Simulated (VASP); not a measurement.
Runs of VASP 6.6.1 on GaP. The structure is that of space group R-3m (No. 166), or close to it. The cells are those of the table. 

```csv
cell,gap on the mesh (eV),pressure (GPa),largest force (eV/Å)
"a = 6.782 Å, angles 31.9°, 4 atoms",0.50,(b),0.42
"a = 7.327 Å, angles 32.0°, 4 atoms",none,-11.2,0.35
"a = 6.539 Å, angles 33.2°, 4 atoms",0.68,5.6,0.46
"a = 6.327 Å, angles 35.8°, 4 atoms",(a),3.6,2.12
"a = 6.632 Å, angles 36.9°, 4 atoms",none,(c),1.15
"a = 6.872 Å, angles 35.6°, 4 atoms",none,-10.1,0.32
```

Alike in all rows: task single point; level LDA; potentials or basis VASP PAW LDA potentials, release 64 (Ga_d, P); no spin polarisation; k mesh 12 × 12 × 12; cutoff (eV) 520; smearing gaussian 0.05 eV.

Estimate the missing entries.

(a) 0.44; (b) 1.3; (c) -7.6.

Caveats: semilocal functionals underestimate gaps, and a narrow one can read as zero; forces of over 1 eV/Å act on the atoms, so gaps and moduli don't describe the material at rest (at least some runs); the stress differs along the axes, from -4 to 4 GPa (at least some runs); the stress differs along the axes, from -15 to -9 GPa (at least some runs); the cell stands under pressure (at least some runs); the stress differs along the axes, from -4 to 19 GPa (at least some runs); the stress differs along the axes, from -13 to 3 GPa (at least some runs).

A k mesh can miss the band edges, and the runs leave out spin-orbit coupling on Ga.

A gap of «none» marks levels without a gap at the run's occupations.
